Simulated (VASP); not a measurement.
# TaVN2: single point with PBEsol

Crystal: TaVN2.

```
Ta V N
1.0
     3.10968    0.00000    0.00000
     0.00000    3.10968    0.00000
     0.00000    0.00000    4.38032
Ta V N
1 1 2
Direct
  0.00000 0.00000 0.00000
  0.50000 0.50000 0.50000
  0.50000 0.50000 0.00000
  0.00000 0.00000 0.50000
```

```yaml
Program: VASP 6.6.1
Task: single point
Functional: PBEsol
Potentials_or_basis: VASP PAW PBE potentials, release 64 (Ta_pv, V_sv, N)
Cutoff: 520 eV
k_mesh: 9 × 9 × 6
Occupations: fermi-dirac, width 0.05 eV
Spin: collinear spin, ferromagnetic start
Starting_moments: "[0.0, 2.0, 0.0, 0.0] μB"
Dipole_correction: no
Further_INCAR_settings: ALGO = Normal; EDIFF = 1e-07; NBANDS = 29
```

* Pressure: -24.4 GPa
* Net moment: 1.25 μB per cell
* Site moments: Ta -0.06; V +1.19; N +0.01 μB
* Valence electrons inside the program's atomic spheres: Ta 8.82; V 11.47; N 3.71, 3.67

Stress tensor (GPa, compression positive):
```
-24.20   0.00   0.00
  0.00 -24.20   0.00
  0.00   0.00 -24.78
```

Levels at points of the mesh, in eV from the Fermi level:
Spin up:
```
           k point  band 13  band 14  band 15  band 16  band 17  band 18  band 19  band 20  band 21  band 22
(0.00, 0.00, 0.00)    -3.97    -2.73    -2.71    -2.71    -1.73    -1.73    -1.66    -0.48    -0.31     1.45
(0.00, 0.00, 0.50)    -4.14    -3.89    -3.89    -3.76    -2.62    -0.28     0.09     0.09     1.18     1.57
```
Spin down:
```tsv
k point	band 15	band 16	band 17	band 18	band 19	band 20
(0.00, 0.00, 0.00)	-2.69	-2.67	-1.03	-1.03	-0.92	0.13
(0.00, 0.00, 0.50)	-3.88	-3.77	-1.76	0.48	1.17	1.36
```

Wall time 94 s on 1 thread of Intel(R) Xeon(R) Platinum 8488C (Sapphire Rapids) (shared host), peak memory 0.25 GiB.

Caveat: the cell stands under tension; the PAW data sets were made with another functional, which shifts forces and pressure a little; spin-orbit coupling is left out, which moves the levels of the heavy elements. With open d or f shells a metallic result of PBEsol can be an artefact of self-interaction; +U or a hybrid may open a gap.
